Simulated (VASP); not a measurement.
CdTe, 2 atoms in the cell. The structure is tetragonal, space group I-4m2 (No. 119). The conventional cell has a = 4.870 Å, b = 4.870 Å, c = 6.090 Å, α = 90.00°, β = 90.00°, γ = 90.00°. Cd (site symmetry -4m2) has 4 Te at 2.87 Å within 3.8 Å. Te (site symmetry -4m2) has 4 Cd at 2.87 Å within 3.8 Å.  This cell differs from its parent crystal: epitaxial xy strain +5.0%.

| Item | Value |
| --- | --- |
| Program | VASP 6.6.1 |
| Task | single point |
| Functional | HSE06 |
| Potentials or basis | VASP PAW PBE potentials, release 64 (Cd, Te) |
| Cutoff | 520 eV |
| k mesh | 4 × 4 × 4 |
| Occupations | gaussian, width 0.01 eV |
| Spin | no spin polarisation |
| Dipole correction | no |
| Grid for exact exchange (PRECFOCK) | Normal |
| Further INCAR settings | ALGO = Normal; EDIFF = 1e-07; NBANDS = 16 |
| Share of exact exchange | 0.25 |
| Screening parameter | 0.2079 1/Å |

Potentials or basis: VASP PAW PBE potentials, release 64 (Cd, Te).

Command:

```bash
$ cat potpaw_PBE.64/Cd/POTCAR potpaw_PBE.64/Te/POTCAR > POTCAR
$ cp INCAR.step1 INCAR
$ mpirun -np 1 vasp_std > vasp.out
$ cp INCAR.step2 INCAR
$ mpirun -np 1 vasp_std > vasp.out
```

Hardware: 1 thread of Oxide Virtual Turin-like Processor, on a shared host.

Question: How long does it take, and how much memory?

Answer: Run time: 34 min on 1 thread of Oxide Virtual Turin-like Processor, with other jobs on the host, peak memory 0.3 GiB. Counts: k points 13.
